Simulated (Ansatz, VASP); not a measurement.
## Pd: VASP beside Ansatz

Contents of INCAR:

```
SYSTEM = Pd
PREC     = Accurate       ! precision mode
ENCUT    = 520            ! plane-wave cutoff, eV
EDIFF    = 1E-6           ! SCF threshold, eV
ISMEAR   = -1             ! smearing method
SIGMA    = 0.05           ! smearing width, eV
LREAL    = .FALSE.        ! projectors in reciprocal space
LASPH    = .TRUE.         ! aspherical terms in the spheres
NELM     = 150            ! most SCF steps
ALGO     = Normal         ! electronic algorithm
ISIF     = 2              ! what is computed and relaxed
LWAVE    = .FALSE.        ! write WAVECAR
LCHARG   = .FALSE.        ! write CHGCAR
LNONCOLLINEAR= .TRUE.         ! non-collinear magnetism
MAGMOM   = 0 0 0 0 0 0    ! initial moments
LORBIT   = 11             ! projections on sites
LSORBIT  = .TRUE.         ! spin-orbit coupling
GGA_COMPAT= .FALSE.      
LORBMOM  = .TRUE.       
LMAXMIX  = 4              ! l up to which the mixer works
GGA      = PS             ! functional
NBANDS   = 32             ! bands
```

File KPOINTS:

```
Automatic mesh
0
G
  8 8 5
  0 0 0
```

Contents of POSCAR:

```
Pd
1.0
    2.7836650458      0.0000000000      0.0000000000
   -1.3918325229      2.4107246453      0.0000000000
    0.0000000000      0.0000000000      4.6288930000
Pd
2
Direct
    0.3333333333      0.6666666667      0.2500000000
    0.6666666667      0.3333333333      0.7500000000
```

input.yaml

```yaml
crystal:
  lattice:
    - [2.7836650458, 0.0, 0.0]
    - [-1.3918325229, 2.4107246453, 0.0]
    - [0.0, 0.0, 4.628893]
  atoms:
    - { symbol: Pd, position: [0.3333333333, 0.6666666667, 0.25] }
    - { symbol: Pd, position: [0.6666666667, 0.3333333333, 0.75] }
hamiltonian:
  xc: pbesol
  pseudopotentials: { kind: paw_fr }
magnetization:
  noncollinear: true
  spin_orbit: true
kpoints:
  mp_grid: { grid: [8, 8, 5] }
  band_path:
    path:
      - [[0.0, 0.0, 0.0], [0.5, 0.0, 0.0], [0.3333333333, 0.3333333333, 0.0], [0.0, 0.0, 0.0], [0.0, 0.0, 0.5], [0.5, 0.0, 0.5], [0.3333333333, 0.3333333333, 0.5], [0.0, 0.0, 0.5]]
      - [[0.5, 0.0, 0.5], [0.5, 0.0, 0.0]]
      - [[0.3333333333, 0.3333333333, 0.0], [0.3333333333, 0.3333333333, 0.5]]
    npoints: 14
scf:
  occupations: { method: fermi_dirac, width: 0.05 }
  n_extra_bands: 6
output:
  forces: true
  stress: true
  eigenvalues: true
  fatbands: true
```

Alike in both runs: functional PBEsol; k mesh 8 × 8 × 5; occupations fermi-dirac, width 0.05 eV; non-collinear spin, spin-orbit coupling.

|  | VASP | Ansatz |
| --- | --- | --- |
| version | VASP 6.6.1 | Ansatz 0.2.0 |
| potentials or method | VASP PAW PBE potentials, release 64 (Pd) | Ansatz PAW |
| plane-wave cutoff (eV) | 520 | 420 |
| valence electrons in the cell | 20 | 36 |
| task | single point | band structure |

```csv
,VASP,Ansatz,Ansatz less VASP
pressure (GPa),-10.4,-10.2,+0.22
"traceless stress, the component that is largest in VASP (GPa)",0.70,0.75,+0.052
net moment per atom (μB),0.00,0.00,0.000
```

VASP's potentials were made for PBE, not for PBEsol. The functional is the same, so the differences come from potentials, cutoffs and numerics. VASP's potentials hold 20 valence electrons a cell and Ansatz's 36, so a difference there can come from the potentials and not from the codes.
